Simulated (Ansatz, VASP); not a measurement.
**Two plane-wave programs on GaSb**

```
Sb Ga
1.0
    -1.58642    2.72747    2.95006
     1.58642   -2.72747    2.95006
     1.58642    2.72747   -2.95006
Sb Ga
1 1
Cartesian
  0.0000 0.0000 2.9501
  0.0000 0.0000 0.0000
```

Alike in both runs: task single point; functional PBEsol; k mesh 10 × 10 × 10; occupations fermi-dirac, width 0.05 eV; no spin polarisation.

|  | VASP | Ansatz |
| --- | --- | --- |
| version | VASP 6.6.1 | Ansatz 0.2.0 |
| potentials or method | VASP PAW PBE potentials, release 64 (Sb, Ga_d) | Ansatz PAW |
| plane-wave cutoff (eV) | 520 | 420 |
| valence electrons in the cell | 18 | 28 |

|  | VASP | Ansatz | Ansatz less VASP |
| --- | --- | --- | --- |
| gap on the k mesh at the Fermi level (eV) | none | none | - |
| pressure (GPa) | -5.5 | -5.5 | +0.08 |
| traceless stress, the component that is largest in VASP (GPa) | 0.74 | 0.75 | +0.001 |

VASP's potentials were made for PBE, not for PBEsol. A gap of «none» marks a metal or a gap that the smearing closes. VASP's potentials hold 18 valence electrons a cell and Ansatz's 28, so a difference there can come from the potentials and not from the codes.

Spin-orbit coupling is off throughout.
